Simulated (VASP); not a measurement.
# Nd4O (Cmmm) in VASP: a series of runs, part 3 of 3

VASP 6.6.1. The steps go on from the part before.

**5. Single point, PBE**

The input, INCAR:

```
SYSTEM = Nd4O
PREC = Accurate
ENCUT = 600
EDIFF = 1E-6
ISMEAR = 0
SIGMA = 0.1
LREAL = .False.
LASPH = .True.
NELM = 200
ALGO = Normal
ISIF = 2
LWAVE = .False.
LCHARG = .False.
GGA = PE
NBANDS = 33
GGA_COMPAT = .False.
LMAXMIX = 6
```

The input, KPOINTS:

```
regular mesh
0
Gamma
  6 6 10
  0 0 0
```

The input, POSCAR:

```
Nd4O
1.0
    3.6560870559     -5.3330441082      0.0000000000
    3.6560870559      5.3330441082      0.0000000000
    0.0000000000      0.0000000000      3.6773216820
Nd O
4 1
Direct
    0.7653777167      0.7653777167      0.5000000000
    0.2346222833      0.2346222833      0.5000000000
    0.7635634475      0.2364365525      0.0000000000
    0.2364365525      0.7635634475      0.0000000000
    0.0000000000      0.0000000000      0.0000000000
```

Potentials or basis: VASP PAW PBE potentials, release 64 (Nd_3, O), 4f in core.

Launch:

```console
$ cat potpaw_PBE.64/Nd_3/POTCAR potpaw_PBE.64/O/POTCAR > POTCAR
$ mpirun -np 1 vasp_std > vasp.out
```

OUTCAR:

```text
SYSTEM = Nd4O
   PREC = Accurate
   ENCUT = 600
   EDIFF = 1E-6
   ISMEAR = 0
   LREAL = .False.
   LASPH = .True.
   NELM = 200
   ISIF = 2
   GGA = PE

 ion  position               nearest neighbor table
   1  0.765  0.765  0.500-   5 2.51   5 2.51   2 3.43   3 3.56   3 3.56   4 3.56   4 3.56
   2  0.235  0.235  0.500-   5 2.51   5 2.51   1 3.43   3 3.56   3 3.56   4 3.56   4 3.56
   3  0.764  0.236  0.000-   5 2.52   2 3.56   1 3.56   1 3.56   2 3.56   4 3.67   4 3.67
   4  0.236  0.764  0.000-   5 2.52   2 3.56   1 3.56   1 3.56   2 3.56   3 3.67   3 3.67
   5  0.000  0.000  0.000-   1 2.51   2 2.51   1 2.51   2 2.51   3 2.52   4 2.52

[... 1070 lines left out ...]
  -------------------------------------------------------------------------------------
  Total        0.1918840      0.1856430      0.1820129      0.0000000      0.0000000      0.0000000
  in kB        2.1438584      2.0741298      2.0335716      0.0000000      0.0000000      0.0000000
  external PRESSURE =       2.0838532 kB  Pullay stress =       0.0000000 kB

 VOLUME and BASIS-vectors are now :
 -----------------------------------------------------------------------------
  energy-cutoff  :      600.00
  volume of cell :      143.40
      direct lattice vectors                 reciprocal lattice vectors
     3.656087056 -5.333044108  0.000000000     0.136758232 -0.093755084  0.000000000
     3.656087056  5.333044108  0.000000000     0.136758232  0.093755084  0.000000000
     0.000000000  0.000000000  3.677321682     0.000000000  0.000000000  0.271937047

 POSITION                                       TOTAL-FORCE (eV/Angst)
 -----------------------------------------------------------------------------------
      5.59658      0.00000      1.83866        -0.002569      0.000000      0.000000
      1.71560      0.00000      1.83866         0.002569      0.000000      0.000000
      3.65609     -2.81119      0.00000        -0.000000      0.002284     -0.000000
      3.65609      2.81119      0.00000        -0.000000     -0.002284      0.000000
      0.00000      0.00000      0.00000         0.000000      0.000000      0.000000
 -----------------------------------------------------------------------------------
    total drift:                                0.000000      0.000000     -0.000000

  FREE ENERGIE OF THE ION-ELECTRON SYSTEM (eV)
  ---------------------------------------------------
  free  energy   TOTEN  =       -28.9306200236 eV

  energy  without entropy=      -28.8952058661  energy(sigma->0) =      -28.91291294
```

OSZICAR:

```text
N       E                     dE             d eps       ncg     rms          rms(c)
DAV:   1     0.462666658781E+03    0.46267E+03   -0.25464E+04  5148   0.158E+03
DAV:   2     0.520875924631E+01   -0.45746E+03   -0.44342E+03  5822   0.387E+02
DAV:   3    -0.294057183388E+02   -0.34614E+02   -0.33804E+02  7996   0.844E+01
DAV:   4    -0.313803753457E+02   -0.19747E+01   -0.19634E+01  7615   0.180E+01
DAV:   5    -0.314526045365E+02   -0.72229E-01   -0.72192E-01  7495   0.303E+00    0.117E+01
DAV:   6    -0.290975627564E+02    0.23550E+01   -0.16014E+01  6011   0.159E+01    0.666E+00
DAV:   7    -0.289778205691E+02    0.11974E+00   -0.21130E+00  6199   0.616E+00    0.323E+00
DAV:   8    -0.289328005920E+02    0.45020E-01   -0.28930E-01  6511   0.286E+00    0.580E-01
DAV:   9    -0.289301654396E+02    0.26352E-02   -0.44919E-02  8079   0.930E-01    0.280E-01
DAV:  10    -0.289305022933E+02   -0.33685E-03   -0.61064E-03  6638   0.380E-01    0.120E-01
DAV:  11    -0.289306575641E+02   -0.15527E-03   -0.69249E-04  6655   0.160E-01    0.326E-02
DAV:  12    -0.289306256080E+02    0.31956E-04   -0.24147E-04  6735   0.745E-02    0.165E-02
DAV:  13    -0.289306195340E+02    0.60741E-05   -0.35204E-05  6383   0.267E-02    0.391E-03
DAV:  14    -0.289306200236E+02   -0.48960E-06   -0.25826E-06  5172   0.743E-03
   1 F= -.28930620E+02 E0= -.28912913E+02  d E =-.354142E-01
```

stdout:

```text
POSCAR found type information on POSCAR NdO
 POSCAR found :  2 types and       5 ions
 scaLAPACK will be used
 LDA part: xc-table for (Slater+PW92), standard interpolation
 POSCAR, INCAR and KPOINTS ok, starting setup
 FFT: planning ... GRIDC
 FFT: planning ... GRID_SOFT
 FFT: planning ... GRID
 WAVECAR not read
 entering main loop
```

Wall time 7 min (1 thread of Intel Xeon Platinum 8375C at 2.90GHz (Ice Lake), shared host); peak memory 0.51 GiB.

What came out:

```
Free energy            : -28.9306 eV
Pressure               : 0.2 GPa
Band gap on the k mesh : zero (bands 25 and 26 overlap by 0.68 eV)
```

Forces on the atoms (eV/Å):
```
Nd  -0.003  0.000  0.000
Nd   0.003  0.000  0.000
Nd   0.000  0.002  0.000
Nd   0.000 -0.002  0.000
O    0.000  0.000  0.000
```

Levels at points of the mesh, in eV from the Fermi level:
```
           k point  band 21  band 22  band 23  band 24  band 25  band 26  band 27  band 28  band 29  band 30
(0.00, 0.00, 0.00)    -3.36    -1.26    -1.25    -0.80    -0.57     1.36     1.37     1.45     1.48     1.92
(0.50, 0.00, 0.00)    -2.05    -1.80    -0.75    -0.25     0.14     0.78     0.80     1.10     1.72     1.86
(0.50, 0.50, 0.00)    -1.98    -1.37    -0.55    -0.32    -0.16    -0.12     0.35     0.69     1.77     1.96
(0.00, 0.00, 0.50)    -0.82    -0.76    -0.28     0.04     0.36     0.39     0.60     0.68     0.70     0.76
(0.50, 0.00, 0.50)    -1.21    -0.70    -0.65    -0.19    -0.14     0.04     0.14     0.91     1.20     1.87
(0.50, 0.50, 0.50)    -1.85    -1.30    -1.26    -1.20    -0.72    -0.32     1.57     1.77     1.92     2.42
```

Caveat: spin-orbit coupling is left out, which moves the levels of the heavy elements; the 4f electrons are frozen in the core, so they carry no moment and show no levels; the run has no spin polarisation, though such a crystal can be magnetic. With open d or f shells a metallic result of PBE can be an artefact of self-interaction; +U or a hybrid may open a gap.

**6. Overview**

```tsv
task	cell	k mesh	gap on the mesh (eV)	pressure (GPa)	largest force (eV/Å)
single point	a = 6.441, b = 6.441, c = 3.690 Å, angles 90.0, 90.0, 69.7°, 5 atoms, atomic positions A	4 × 4 × 6	none	0.2	0.01
single point	a = 5.644, b = 5.644, c = 3.495 Å, angles 90.0, 90.0, 92.8°, 5 atoms, atomic positions B	4 × 4 × 6	none	22.5	2.63
relaxation of cell and atoms	relaxed from a = 5.644, b = 5.644, c = 3.495 Å, angles 90.0, 90.0, 92.8°, 5 atoms, atomic positions B	4 × 4 × 6	none	0.0	0.04
single point	a = 6.466, b = 6.466, c = 3.677 Å, angles 90.0, 90.0, 111.1°, 5 atoms, atomic positions C	6 × 6 × 10	none	0.2	-
```

Alike in all rows: level PBE; potentials or basis VASP PAW PBE potentials, release 64 (Nd_3, O), 4f in core; no spin polarisation; cutoff (eV) 600; smearing gaussian 0.1 eV.

Caveats: spin-orbit coupling is left out, which moves the levels of the heavy elements; the 4f electrons are frozen in the core, so they carry no moment and show no levels; the run has no spin polarisation, though such a crystal can be magnetic; the cell stands under pressure (at least some runs); forces of over 1 eV/Å act on the atoms, so gaps and moduli don't describe the material at rest (at least some runs).

Absolute energies hang on the potentials; compare differences alone.
